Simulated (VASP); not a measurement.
# CaSe (Pm-3m) in VASP: settings compared

CaSe is run at these levels: r2SCAN, PBEsol, LDA, PBE; tasks: single point, relaxation of cell and atoms.

All numbers are computed with VASP 6.6.1; they aren't measurements. Logs are shortened: lines on timing, memory, paths and dates and some standing lists are left out, and cuts for length are marked.

## (1) The cell of the first run

Symmetry: Pm-3m, No. 221, cubic system. Conventional cell: a = 3.635 Å, b = 3.635 Å, c = 3.635 Å, α = 90.00°, β = 90.00°, γ = 90.00°. Within 4.1 Å of Ca (site symmetry m-3m) lie 8 Se at 3.15 Å and 6 Ca at 3.63 Å. Within 4.1 Å of Se (site symmetry m-3m) lie 8 Ca at 3.15 Å and 6 Se at 3.63 Å.

## (2) Single point, r2SCAN

POSCAR

```
CaSe
1.0
    3.6347849047      0.0000000000      0.0000000000
    0.0000000000      3.6347849047      0.0000000000
    0.0000000000      0.0000000000      3.6347849047
Ca Se
1 1
Direct
    0.0000000000      0.0000000000      0.0000000000
    0.5000000000      0.5000000000      0.5000000000
```

INCAR.step1

```
SYSTEM = CaSe
ALGO = Normal ; EDIFF = 1E-4
ENCUT = 520 ; GGA = PE
ISMEAR = 0 ; LASPH = .True.
LCHARG = .False. ; LREAL = .False.
LWAVE = .True. ; NBANDS = 15
NELM = 100 ; PREC = Accurate
SIGMA = 0.01
```

INCAR.step2

```
SYSTEM = CaSe
ALGO = Normal ; EDIFF = 1E-6
ENCUT = 520 ; ISIF = 2
ISMEAR = 0 ; ISTART = 1
LASPH = .True. ; LCHARG = .True.
LELF = .True. ; LMIXTAU = .True.
LREAL = .False. ; LVHAR = .True.
LWAVE = .False. ; METAGGA = R2SCAN
NBANDS = 15 ; NELM = 100
PREC = Accurate ; SIGMA = 0.01
```

KPOINTS

```
k-points
0
Gamma
  8 8 8
  0 0 0
```

Potentials or basis: VASP PAW PBE potentials, release 64 (Ca_sv, Se).

On the command line:

```console
cat potpaw_PBE.64/Ca_sv/POTCAR potpaw_PBE.64/Se/POTCAR > POTCAR
cp INCAR.step1 INCAR
mpirun -np 1 vasp_std > vasp.out
cp INCAR.step2 INCAR
mpirun -np 1 vasp_std > vasp.out
```

OUTCAR:

```text
SYSTEM = CaSe
   EDIFF = 1E-6
   ENCUT = 520
   ISIF = 2
   ISMEAR = 0
   ISTART = 1
   LASPH = .True.
   LREAL = .False.
   METAGGA = R2SCAN
   NELM = 100
   PREC = Accurate

 ion  position               nearest neighbor table
   1  0.000  0.000  0.000-
   2  0.500  0.500  0.500-

  LATTYP: Found a simple cubic cell.
 ALAT       =     3.6347849047

  Lattice vectors:

 A1 = (   3.6347849047,   0.0000000000,   0.0000000000)
 A2 = (   0.0000000000,   3.6347849047,   0.0000000000)
 A3 = (   0.0000000000,   0.0000000000,   3.6347849047)

Analysis of symmetry for initial positions (statically):
=====================================================================
 Subroutine PRICEL returns:
 Original cell was already a primitive cell.

 Routine SETGRP: Setting up the symmetry group for a
 simple cubic supercell.

 Subroutine GETGRP returns: Found 48 space group operations
 (whereof 48 operations were pure point group operations)
 out of a pool of 48 trial point group operations.

The static configuration has the point symmetry O_h .

Analysis of symmetry for dynamics (positions and initial velocities):
=====================================================================
 Subroutine PRICEL returns:
 Original cell was already a primitive cell.

 Routine SETGRP: Setting up the symmetry group for a
 simple cubic supercell.

 Subroutine GETGRP returns: Found 48 space group operations
 (whereof 48 operations were pure point group operations)
 out of a pool of 48 trial point group operations.

The dynamic configuration has the point symmetry O_h .

 Subroutine INISYM returns: Found 48 space group operations
 (whereof 48 operations are pure point group operations),
 and found     1 'primitive' translations

----------------------------------------------------------------------------------------

                                     Primitive cell

  volume of cell :      48.0215

  direct lattice vectors                    reciprocal lattice vectors
     3.634784905  0.000000000  0.000000000     0.275119443  0.000000000  0.000000000
     0.000000000  3.634784905  0.000000000     0.000000000  0.275119443  0.000000000
     0.000000000  0.000000000  3.634784905     0.000000000  0.000000000  0.275119443

  length of vectors
     3.634784905  3.634784905  3.634784905     0.275119443  0.275119443  0.275119443

  position of ions in fractional coordinates (direct lattice)
     0.000000000  0.000000000  0.000000000
     0.500000000  0.500000000  0.500000000

  ion indices of the primitive-cell ions
   primitive index   ion index
                 1           1
[... 85 lines left out ...]
   NUPDOWN=      -1.0000    fix difference up-down
   EMIN   =  10.00;   EMAX   =-10.00  energy-range for DOS
   EFERMI =   0.00;   METHOD = LEGACY
   ISMEAR =     0;   SIGMA  =   0.01  broadening in eV -4-tet -1-fermi 0-gaus
   EFERMI_NEDOS =   21; number of points for ismear=-14 and -15
   IALGO  =     38    algorithm
   IMIX   =      4    mixing-type and parameters
     AMIX     =   0.40;   BMIX     =  1.00
     AMIX_MAG =   1.60;   BMIX_MAG =  1.00
  volume/ion in A,a.u.               =      24.01       162.03
  Fermi-wavevector in a.u.,A,eV,Ry     =   1.134931  2.144709 17.525233  1.288068
  Thomas-Fermi vector in A             =   2.271635
   LORBIT       =      0    0 simple, 1 ext, 2 COOP (PROOUT), +10 PAW based schemes
   METAGGA = R2SCAN    functional components
   LHFCALC =     F    Hartree Fock is set to
   AEXX    =    0.0000 exact exchange contribution
   IVDW    =     0    specifies the selected vdW correction
   LEPSILON=     F    determine dielectric tensor
   LRPA    =     F    only Hartree local field effects (RPA)
 non-spin polarized calculation
 Gauss-broadening in eV      SIGMA  =   0.01
  energy-cutoff  :      520.00
  volume of cell :       48.02
 maximum number of plane-waves:      1328
 NGX is ok and might be reduce to    28
   NGX = 13   NGY = 13   NGZ = 13

 number of electron      16.0000007 magnetization

 Free energy of the ion-electron system (eV)
  ---------------------------------------------------
  ext. energy  EPLUGINS =         0.00000000
  ---------------------------------------------------
  free energy    TOTEN  =       -25.22564941 eV

  energy without entropy =      -25.22564941  energy(sigma->0) =      -25.22564941

 E-fermi :   4.1389     XC(G=0): -10.0223

 val. band max:        4.0570192238   @ k =   0.5000   0.5000   0.0000
 cond. band min:       5.3014172044   @ k =   0.5000   0.5000   0.0000
 fundamental gap:      1.2443979806
 Fermi energy:         4.1388595832

 k-point     1 :       0.0000    0.0000    0.0000
  band No.  band energies     occupation
      1     -38.9375      2.00000
      2     -18.9947      2.00000
      3     -18.9947      2.00000
      4     -18.9947      2.00000
      5      -9.4253      2.00000
      6       3.1721      2.00000
      7       3.1721      2.00000
      8       3.1721      2.00000
      9       5.5856      0.00000
     10       5.5856      0.00000
     11       6.9554      0.00000
     12       8.9275      0.00000
     13       8.9275      0.00000
     14       8.9275      0.00000
[... 401 lines left out ...]
      2     -19.1341      2.00000
      3     -19.1063      2.00000
      4     -18.9865      2.00000
      5      -8.3069      2.00000
      6       0.1962      2.00000
      7       0.7105      2.00000
      8       3.0696      2.00000
      9       5.9231      0.00000
     10       7.7276      0.00000
     11       7.7748      0.00000
     12       8.7581      0.00000
     13       9.6840      0.00000
     14      10.8210      0.00000
     15      12.8451      0.00000

 [... further k-points ...]

------------------------ aborting loop because EDIFF is reached ----------------------------------------

  FORCE on cell =-STRESS in cart. coord.  units (eV):
  Direction    XX          YY          ZZ          XY          YZ          ZX
  --------------------------------------------------------------------------------------
  -------------------------------------------------------------------------------------
  Total        0.0560180      0.0560180      0.0560180     -0.0000000     -0.0000000     -0.0000000
  in kB        1.8689689      1.8689689      1.8689689     -0.0000000     -0.0000000     -0.0000000
  external PRESSURE =       1.8689689 kB  Pullay stress =       0.0000000 kB

 VOLUME and BASIS-vectors are now :
 -----------------------------------------------------------------------------
  energy-cutoff  :      520.00
  volume of cell :       48.02
      direct lattice vectors                 reciprocal lattice vectors
     3.634784905  0.000000000  0.000000000     0.275119443  0.000000000  0.000000000
     0.000000000  3.634784905  0.000000000     0.000000000  0.275119443  0.000000000
     0.000000000  0.000000000  3.634784905     0.000000000  0.000000000  0.275119443

 POSITION                                       TOTAL-FORCE (eV/Angst)
 -----------------------------------------------------------------------------------
      0.00000      0.00000      0.00000         0.000000      0.000000      0.000000
      1.81739      1.81739      1.81739         0.000000      0.000000      0.000000
 -----------------------------------------------------------------------------------
    total drift:                               -0.000000      0.000000      0.000000

  FREE ENERGIE OF THE ION-ELECTRON SYSTEM (eV)
  ---------------------------------------------------
  free  energy   TOTEN  =       -25.2256494149 eV

  energy  without entropy=      -25.2256494149  energy(sigma->0) =      -25.22564941
```

It took 66 s on 1 thread of Intel Xeon Platinum 8259CL at 2.50GHz (Skylake/Cascade Lake), shared host; peak memory 0.17 GiB.

What came out:

| Quantity | Value |
| --- | --- |
| Free energy | -25.2256 eV |
| Pressure | 0.2 GPa |
| Band gap on the k mesh | 1.24 eV |

Caveat: the PAW data sets were made with another functional, which shifts forces and pressure a little.

## (3) Relaxation of cell and atoms, PBEsol

This run uses another cell than the first one, of 24.34 Å³/atom.

INCAR

```
ALGO     = Normal         # electronic algorithm
EDIFF    = 1E-6           # SCF threshold, eV
EDIFFG   = -0.005         # ionic threshold
ENCUT    = 600            # plane-wave cutoff, eV
GGA      = PS             # functional
IBRION   = 2              # ionic algorithm
ISIF     = 3              # what is computed and relaxed
ISMEAR   = -1             # smearing method
LASPH    = T              # aspherical terms in the spheres
LCHARG   = F              # write CHGCAR
LREAL    = F              # projectors in reciprocal space
LWAVE    = F              # write WAVECAR
NELM     = 100            # most SCF steps
NSW      = 80             # ionic steps
PREC     = Accurate       # precision mode
SIGMA    = 0.02           # smearing width, eV
```

KPOINTS

```
k-points
0
Gamma
  6 6 6
```

POSCAR

```
CaSe
1.0
    3.6512355783      0.0000000000      0.0000000000
    0.0000000000      3.6512355783      0.0000000000
    0.0000000000      0.0000000000      3.6512355783
Ca Se
1 1
Direct
    0.0000000000      0.0000000000      0.0000000000
    0.5000000000      0.5000000000      0.5000000000
```

Potentials or basis: VASP PAW PBE potentials, release 64 (Ca_sv, Se).

On the command line:

```console
cat potpaw_PBE.64/Ca_sv/POTCAR potpaw_PBE.64/Se/POTCAR > POTCAR
mpirun -np 1 vasp_std > vasp.out
```

OUTCAR:

```text
EDIFF = 1E-6
   EDIFFG = -0.005
   ENCUT = 600
   GGA = PS
   IBRION = 2
   ISIF = 3
   ISMEAR = -1
   LASPH = T
   LREAL = F
   NELM = 100
   NSW = 80
   PREC = Accurate

 ion  position               nearest neighbor table
   1  0.000  0.000  0.000-
   2  0.500  0.500  0.500-

  LATTYP: Found a simple cubic cell.
 ALAT       =     3.6512355783

  Lattice vectors:

 A1 = (   3.6512355783,   0.0000000000,   0.0000000000)
 A2 = (   0.0000000000,   3.6512355783,   0.0000000000)
 A3 = (   0.0000000000,   0.0000000000,   3.6512355783)

Analysis of symmetry for initial positions (statically):
=====================================================================
[... 175 lines left out ...]
  -------------------------------------------------------------------------------------
  Total       -0.6534917     -0.6534917     -0.6534917     -0.0000000      0.0000000      0.0000000
  in kB      -21.5095376    -21.5095376    -21.5095376     -0.0000000      0.0000000      0.0000000
  external PRESSURE =     -21.5095376 kB  Pullay stress =       0.0000000 kB
[... 59 lines left out ...]
--------------------------------------- Ionic step        3  -------------------------------------------

 number of electron      16.0000000 magnetization

 Free energy of the ion-electron system (eV)
  ---------------------------------------------------
  ext. energy  EPLUGINS =         0.00000000
  ---------------------------------------------------
  free energy    TOTEN  =        -9.43103197 eV

  energy without entropy =       -9.43103197  energy(sigma->0) =       -9.43103197

 E-fermi :   4.7074     XC(G=0):  -9.8630

 val. band max:        4.4005484541   @ k =   0.5000   0.5000   0.0000
 cond. band min:       5.0141267171   @ k =   0.5000   0.5000   0.0000
 fundamental gap:      0.6135782630
 Fermi energy:         4.7074180806

 k-point     1 :       0.0000    0.0000    0.0000
  band No.  band energies     occupation
      1     -36.6591      2.00000
      2     -17.6755      2.00000
      3     -17.6755      2.00000
      4     -17.6755      2.00000
      5      -8.8141      2.00000
      6       3.4980      2.00000
      7       3.4980      2.00000
      8       3.4980      2.00000
      9       5.3243      0.00000
     10       5.3243      0.00000
     11       6.5145      0.00000
     12       8.8355      0.00000
[... 312 lines left out ...]
  FREE ENERGIE OF THE ION-ELECTRON SYSTEM (eV)
  ---------------------------------------------------
  free  energy   TOTEN  =        -9.4310319703 eV

  energy  without entropy=       -9.4310319663  energy(sigma->0) =       -9.43103197

 reached required accuracy - stopping structural energy minimisation
```

OSZICAR:

```text
N       E                     dE             d eps       ncg     rms          rms(c)
DAV:   1     0.112413660056E+03    0.11241E+03   -0.82845E+03   480   0.137E+03
DAV:   2    -0.298427274997E+01   -0.11540E+03   -0.11116E+03   516   0.300E+02
DAV:   3    -0.928855503781E+01   -0.63043E+01   -0.59367E+01   672   0.585E+01
[... 23 lines left out ...]
DAV:   2    -0.943156751796E+01    0.16933E-02   -0.44988E-03   580   0.694E-01    0.145E-01
DAV:   3    -0.943102092742E+01    0.54659E-03   -0.30018E-03   832   0.492E-01    0.496E-02
DAV:   4    -0.943101744051E+01    0.34869E-05   -0.67419E-05   580   0.108E-01    0.267E-02
DAV:   5    -0.943103200218E+01   -0.14562E-04   -0.26678E-05   728   0.502E-02    0.437E-03
DAV:   6    -0.943103197028E+01    0.31895E-07   -0.40384E-06   612   0.204E-02
   3 F= -.94310320E+01 E0= -.94310320E+01  d E =-.140944E-01
```

Wall time 30 s (1 thread of Intel Xeon Platinum 8259CL at 2.50GHz (Skylake/Cascade Lake), shared host); peak memory 0.18 GiB.

What came out:

```yaml
Free_energy: -9.4310 eV
Relaxed_volume: 23.33 Å³/atom
Relaxed_cell: a = 3.600 Å, b = 3.600 Å, c = 3.600 Å, α = 90.00°, β = 90.00°, γ = 90.00°
Space_group_after_relaxing_to_0.1_Å: Pm-3m (No. 221)
Energy_gained_by_relaxing: 7.0 meV/atom
Ionic_steps: 3
Pressure_after_relaxing: 0.0 GPa
Band_gap_on_the_k_mesh: 0.61 eV
```

Step by step:
| step | energy change (eV) | largest force (eV/Å) | pressure (GPa) | volume (Å³) |
| --- | --- | --- | --- | --- |
| 1 | 0.0000 | 0.0000 | -2.15 | 48.68 |
| 2 | -0.0139 | 0.0000 | 0.29 | 46.41 |
| 3 | -0.0141 | 0.0000 | 0.00 | 46.65 |

Final structure:
```xyz
2
Lattice="3.5999 0.0000 0.0000 0.0000 3.5999 0.0000 0.0000 0.0000 3.5999" Properties=species:S:1:pos:R:3 pbc="T T T"
Ca    0.0000    0.0000    0.0000
Se    1.7999    1.7999    1.7999
```

Levels at points of the mesh, in eV from the valence-band top:
| k point | band 4 | band 5 | band 6 | band 7 | band 8 | band 9 | band 10 | band 11 | band 12 |
| --- | --- | --- | --- | --- | --- | --- | --- | --- | --- |
| (0.00, 0.00, 0.00) | -22.08 | -13.21 | -0.90 | -0.90 | -0.90 | 0.92 | 0.92 | 2.11 | 4.43 |
| (0.50, 0.00, 0.00) | -22.06 | -12.41 | -5.13 | -1.11 | -1.11 | 1.91 | 4.64 | 4.70 | 4.89 |
| (0.50, 0.50, 0.00) | -22.04 | -12.10 | -3.71 | -3.71 | 0.00 | 0.61 | 2.92 | 3.14 | 3.14 |
| (0.50, 0.50, 0.50) | -22.21 | -11.49 | -3.89 | -3.89 | -3.89 | 3.77 | 3.77 | 3.77 | 5.56 |

Caveat: the PAW data sets were made with another functional, which shifts forces and pressure a little. A k mesh can miss the band edges.

[end of part 1 of 2]
